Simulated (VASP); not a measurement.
# W2AuN3 (R-3m) in VASP: a series of runs

Runs on W2AuN3. Level: PBE. Tasks: single point.

All numbers are computed with VASP 6.6.1; they aren't measurements. Logs are shortened: lines on timing, memory, paths and dates and some standing lists are left out, and cuts for length are marked.

## (1) The cell of the first run

The structure is trigonal, space group R-3m (No. 166). The conventional cell has a = 5.279 Å, b = 5.279 Å, c = 9.272 Å, α = 90.00°, β = 90.00°, γ = 120.00°. Within 2.7 Å of W (site symmetry 3m) lie 3 N at 2.05 Å. Au (site symmetry -3m) has 6 N at 2.17 Å within 2.9 Å. Within 2.7 Å of N (site symmetry 2/m) lie 2 W at 2.05 Å and 2 Au at 2.17 Å and 4 N at 2.64 Å.

## (2) Single point, PBE

Contents of INCAR:

```
SYSTEM = W2AuN3
  ALGO = Normal
  EDIFF = 1E-6
  ENCUT = 600
  GGA = PE
  GGA_COMPAT = .FALSE.
  ISIF = 2
  ISMEAR = 0
  LASPH = .TRUE.
  LCHARG = .FALSE.
  LREAL = .FALSE.
  LWAVE = .FALSE.
  NBANDS = 36
  NELM = 120
  PREC = Accurate
  SIGMA = 0.15
```

Contents of KPOINTS:

```
k-points
0
G
  3 3 3
  0 0 0
```

Contents of POSCAR:

```
W2AuN3
1.0
    2.6396275428      1.5239896724      3.0906541434
   -2.6396275428      1.5239896724      3.0906541434
    0.0000000000     -3.0479793448      3.0906541434
W Au N
2 1 3
Direct
    0.1849147061      0.1849147061      0.1849147061
    0.8150852939      0.8150852939      0.8150852939
    0.5000000000      0.5000000000      0.5000000000
    0.5000000000      0.5000000000      0.0000000000
    0.0000000000      0.5000000000      0.5000000000
    0.5000000000      0.0000000000      0.5000000000
```

Potentials or basis: VASP PAW PBE potentials, release 64 (W_sv, Au, N).

The run is started by

```bash
> cat potpaw_PBE.64/W_sv/POTCAR potpaw_PBE.64/Au/POTCAR potpaw_PBE.64/N/POTCAR > POTCAR
> mpirun -np 1 vasp_std > vasp.out
```

OUTCAR:

```text
SYSTEM = W2AuN3
   EDIFF = 1E-6
   ENCUT = 600
   GGA = PE
   ISIF = 2
   ISMEAR = 0
   LASPH = .TRUE.
   LREAL = .FALSE.
   NELM = 120
   PREC = Accurate

 ion  position               nearest neighbor table
   1  0.185  0.185  0.185-   5 2.05   6 2.05   4 2.05   3 2.92   3 3.05   3 3.05   3 3.05   2 3.07
                             2 3.07   2 3.07   2 3.43
   2  0.815  0.815  0.815-   5 2.05   6 2.05   4 2.05   3 2.92   3 3.05   3 3.05   3 3.05   1 3.07
                             1 3.07   1 3.07   1 3.43
   3  0.500  0.500  0.500-   5 2.17   6 2.17   6 2.17   5 2.17   4 2.17   4 2.17   1 2.92   2 2.92
                             2 3.05   1 3.05   2 3.05   1 3.05   2 3.05   1 3.05
   4  0.500  0.500  0.000-   1 2.05   2 2.05   3 2.17   3 2.17
   5  0.000  0.500  0.500-   1 2.05   2 2.05   3 2.17   3 2.17
   6  0.500  0.000  0.500-   1 2.05   2 2.05   3 2.17   3 2.17

  LATTYP: Found a trigonal (rhomboedric) cell.
 ALAT       =     4.3407742536
 COS(alpha) =     0.2604272563

  Lattice vectors:

 A1 = (   2.6396275428,   1.5239896724,   3.0906541434)
 A2 = (  -2.6396275428,   1.5239896724,   3.0906541434)
 A3 = (   0.0000000000,  -3.0479793448,   3.0906541434)

Analysis of symmetry for initial positions (statically):
=====================================================================
 Subroutine PRICEL returns:
 Original cell was already a primitive cell.

 Routine SETGRP: Setting up the symmetry group for a
 trigonal (rhombohedral) supercell.

 Subroutine GETGRP returns: Found 12 space group operations
 (whereof 12 operations were pure point group operations)
 out of a pool of 12 trial point group operations.

The static configuration has the point symmetry D_3d.

Analysis of symmetry for dynamics (positions and initial velocities):
=====================================================================
 Subroutine PRICEL returns:
 Original cell was already a primitive cell.

 Routine SETGRP: Setting up the symmetry group for a
 trigonal (rhombohedral) supercell.

 Subroutine GETGRP returns: Found 12 space group operations
 (whereof 12 operations were pure point group operations)
 out of a pool of 12 trial point group operations.

The dynamic configuration has the point symmetry D_3d.

 Subroutine INISYM returns: Found 12 space group operations
 (whereof 12 operations are pure point group operations),
 and found     1 'primitive' translations
[... 84 lines left out ...]
   EDIFF  = 0.1E-05   stopping-criterion for ELM
   LREAL  =      F    real-space projection
   EDIFFG = 0.1E-04   stopping-criterion for IOM
   NSW    =      0    number of steps for IOM
   IBRION =     -1    ionic relax: 0-MD 1-quasi-New 2-CG
   NFREE  =      0    steps in history (QN), initial steepest desc. (CG)
   ISIF   =      2    stress and relaxation
   ISYM   =      2    0-nonsym 1-usesym 2-fastsym
   POTIM  = 0.5000    time-step for ionic-motion
   TEBEG  =    0.0;   TEEND  =   0.0 temperature during run
   PSTRESS=    0.0 pullay stress
   NELECT =      54.0000    total number of electrons
   NUPDOWN=      -1.0000    fix difference up-down
   EMIN   =  10.00;   EMAX   =-10.00  energy-range for DOS
   EFERMI =   0.00;   METHOD = LEGACY
   ISMEAR =     0;   SIGMA  =   0.15  broadening in eV -4-tet -1-fermi 0-gaus
   EFERMI_NEDOS =   21; number of points for ismear=-14 and -15
   IALGO  =     38    algorithm
   IMIX   =      4    mixing-type and parameters
     AMIX     =   0.40;   BMIX     =  1.00
     AMIX_MAG =   1.60;   BMIX_MAG =  1.00
  volume/ion in A,a.u.               =      12.43        83.90
  Fermi-wavevector in a.u.,A,eV,Ry     =   1.469932  2.777769 29.398118  2.160701
  Thomas-Fermi vector in A             =   2.585250
   LORBIT       =      0    0 simple, 1 ext, 2 COOP (PROOUT), +10 PAW based schemes
   GGA     = PE    functional components
   LHFCALC =     F    Hartree Fock is set to
   AEXX    =    0.0000 exact exchange contribution
   IVDW    =     0    specifies the selected vdW correction
   LEPSILON=     F    determine dielectric tensor
   LRPA    =     F    only Hartree local field effects (RPA)
 non-spin polarized calculation
 Gauss-broadening in eV      SIGMA  =   0.15
  energy-cutoff  :      600.00
  volume of cell :       74.60
 maximum number of plane-waves:      2527
 NGX is ok and might be reduce to    36
   NGX = 17   NGY = 17   NGZ = 17

 number of electron      54.0000005 magnetization

 Free energy of the ion-electron system (eV)
  ---------------------------------------------------
  ext. energy  EPLUGINS =         0.00000000
  ---------------------------------------------------
  free energy    TOTEN  =       -46.33148808 eV

  energy without entropy =      -46.32564159  energy(sigma->0) =      -46.32856483

 E-fermi :   9.4088     XC(G=0): -12.5985

 val. band max:        9.2072863984   @ k =   0.3333   0.3333   0.0000
 cond. band min:       9.5532422130   @ k =   0.3333   0.3333   0.3333
 fundamental gap:      0.3459558146
 Fermi energy:         9.4087735058

 k-point     1 :       0.0000    0.0000    0.0000
  band No.  band energies     occupation
      1     -65.6624      2.00000
      2     -65.6414      2.00000
      3     -29.9433      2.00000
      4     -29.9433      2.00000
      5     -29.8957      2.00000
      6     -29.8790      2.00000
[... 223 lines left out ...]
     35      12.7811      0.00000
     36      13.8605      0.00000

------------------------ aborting loop because EDIFF is reached ----------------------------------------

  FORCE on cell =-STRESS in cart. coord.  units (eV):
  Direction    XX          YY          ZZ          XY          YZ          ZX
  --------------------------------------------------------------------------------------
  -------------------------------------------------------------------------------------
  Total        0.0280691      0.0280691      0.3119133      0.0000000      0.0000000     -0.0000000
  in kB        0.6028552      0.6028552      6.6991258      0.0000000      0.0000000     -0.0000000
  external PRESSURE =       2.6349454 kB  Pullay stress =       0.0000000 kB

 VOLUME and BASIS-vectors are now :
 -----------------------------------------------------------------------------
  energy-cutoff  :      600.00
  volume of cell :       74.60
      direct lattice vectors                 reciprocal lattice vectors
     2.639627543  1.523989672  3.090654143     0.189420663  0.109362071  0.107852033
    -2.639627543  1.523989672  3.090654143    -0.189420663  0.109362071  0.107852033
     0.000000000 -3.047979345  3.090654143     0.000000000 -0.218724142  0.107852033

 POSITION                                       TOTAL-FORCE (eV/Angst)
 -----------------------------------------------------------------------------------
      0.00000      0.00000      1.71452        -0.000000     -0.000000     -0.081614
      0.00000      0.00000      7.55744        -0.000000      0.000000      0.081614
      0.00000      0.00000      4.63598         0.000000     -0.000000     -0.000000
      0.00000      1.52399      3.09065        -0.000000     -0.000000     -0.000000
     -1.31981     -0.76199      3.09065        -0.000000     -0.000000     -0.000000
      1.31981     -0.76199      3.09065        -0.000000     -0.000000     -0.000000
 -----------------------------------------------------------------------------------
    total drift:                               -0.000000     -0.000000      0.000000

  FREE ENERGIE OF THE ION-ELECTRON SYSTEM (eV)
  ---------------------------------------------------
  free  energy   TOTEN  =       -46.3314880760 eV

  energy  without entropy=      -46.3256415895  energy(sigma->0) =      -46.32856483
```

OSZICAR:

```text
N       E                     dE             d eps       ncg     rms          rms(c)
DAV:   1     0.615033147868E+03    0.61503E+03   -0.32643E+04   432   0.179E+03
DAV:   2    -0.101349517098E+02   -0.62517E+03   -0.60626E+03   480   0.513E+02
DAV:   3    -0.540488599672E+02   -0.43914E+02   -0.42675E+02   524   0.134E+02
DAV:   4    -0.552912953221E+02   -0.12424E+01   -0.12190E+01   488   0.216E+01
DAV:   5    -0.553136476984E+02   -0.22352E-01   -0.22327E-01   520   0.281E+00    0.404E+01
DAV:   6    -0.479941768522E+02    0.73195E+01   -0.49912E+01   544   0.477E+01    0.226E+01
DAV:   7    -0.465262105244E+02    0.14680E+01   -0.93217E+00   512   0.182E+01    0.159E+01
DAV:   8    -0.464576505335E+02    0.68560E-01   -0.21310E+00   480   0.974E+00    0.246E+00
DAV:   9    -0.463351380484E+02    0.12251E+00   -0.40481E-01   452   0.511E+00    0.106E+00
DAV:  10    -0.463322792745E+02    0.28588E-02   -0.25018E-02   492   0.945E-01    0.678E-01
DAV:  11    -0.463316547236E+02    0.62455E-03   -0.37573E-03   480   0.385E-01    0.223E-01
DAV:  12    -0.463314923077E+02    0.16242E-03   -0.13179E-03   492   0.288E-01    0.429E-02
DAV:  13    -0.463314923268E+02   -0.19189E-07   -0.17204E-04   464   0.101E-01    0.386E-02
DAV:  14    -0.463314881451E+02    0.41818E-05   -0.12375E-05   520   0.240E-02    0.429E-03
DAV:  15    -0.463314880760E+02    0.69035E-07   -0.10053E-06   252   0.701E-03
   1 F= -.46331488E+02 E0= -.46328565E+02  d E =-.584649E-02
```

stdout:

```text
POSCAR found type information on POSCAR W AuN
 POSCAR found :  3 types and       6 ions
 scaLAPACK will be used
 LDA part: xc-table for (Slater+PW92), standard interpolation
 POSCAR, INCAR and KPOINTS ok, starting setup
 FFT: planning ... GRIDC
 FFT: planning ... GRID_SOFT
 FFT: planning ... GRID
 WAVECAR not read
 entering main loop
```

Wall time 58 s (1 thread of Intel Xeon 8259CL, shared host); peak memory 0.21 GiB.

Results:

| Quantity | Value |
| --- | --- |
| Free energy | -46.3315 eV |
| Pressure | 0.3 GPa |
| Largest force | 0.082 eV/Å |
| Band gap on the k mesh | zero (band 27 reaches 9.77 eV, above the bottom of band 28 at 8.09 eV) |

Forces in eV/Å, atoms in the order of the input:
```
W    0.000  0.000 -0.082
W    0.000  0.000  0.082
Au   0.000  0.000  0.000
N    0.000  0.000  0.000
N    0.000  0.000  0.000
N    0.000  0.000  0.000
```

Levels at points of the mesh, in eV from the Fermi level:
| k point | band 23 | band 24 | band 25 | band 26 | band 27 | band 28 | band 29 | band 30 | band 31 | band 32 |
| --- | --- | --- | --- | --- | --- | --- | --- | --- | --- | --- |
| (0.00, 0.00, 0.00) | -2.20 | -2.20 | -1.56 | -1.56 | -1.55 | -1.32 | -0.88 | 1.79 | 1.79 | 2.19 |

Caveat: the k points lie up to 0.51 Å⁻¹ apart; spin-orbit coupling is left out, which moves the levels of the heavy elements.

(Part 1 of 2 ends here.)
